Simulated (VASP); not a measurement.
Set up this calculation in VASP 6.6.1, as the native input.

* Task: single point
* Functional: PBE
* Potentials or basis: VASP PAW PBE potentials, release 64 (Al, N)
* Cutoff: 520 eV
* k mesh: 10 × 10 × 10
* Occupations: fermi-dirac, width 0.02 eV
* Spin: no spin polarisation
* Dipole correction: no
* Further INCAR settings: ALGO = Normal; EDIFF = 1e-06; NBANDS = 11

The structure of AlN lies in POSCAR:

```
AlN
1.0
    0.0000000000      2.2504227048      2.1105448577
    2.2504227048      0.0000000000      2.1105448577
    2.2504227048      2.2504227048      0.0000000000
Al N
1 1
Direct
    0.0000000000      0.0000000000      0.0000000000
    0.2500000000      0.2500000000      0.2500000000
```

This cell differs from its parent crystal: epitaxial xy strain +3.0%.

One way to write it, as run:

INCAR

```
PREC = Accurate ; ENCUT = 520
EDIFF = 1E-6 ; ISMEAR = -1
SIGMA = 0.02 ; LREAL = F
LASPH = T ; NELM = 80
ALGO = Normal ; ISIF = 2
LWAVE = F ; LCHARG = F
GGA = PE ; NBANDS = 11
```

KPOINTS

```
Automatic mesh
0
Gamma
  10 10 10
```

Potentials or basis: VASP PAW PBE potentials, release 64 (Al, N).

The run is started by

```console
$ cat potpaw_PBE.64/Al/POTCAR potpaw_PBE.64/N/POTCAR > POTCAR
$ mpirun -np 1 vasp_std > vasp.out
```

It gave:

- Pressure: -0.9 GPa
- Band gap on the k mesh: 2.99 eV (least direct gap 3.79 eV)

Caveat: the cell differs from its parent crystal (epitaxial xy strain +3.0%).

Wall time 5.6 s on 1 thread of Intel(R) Xeon(R) 6975P-C (Granite Rapids) (shared host), peak memory 0.14 GiB.
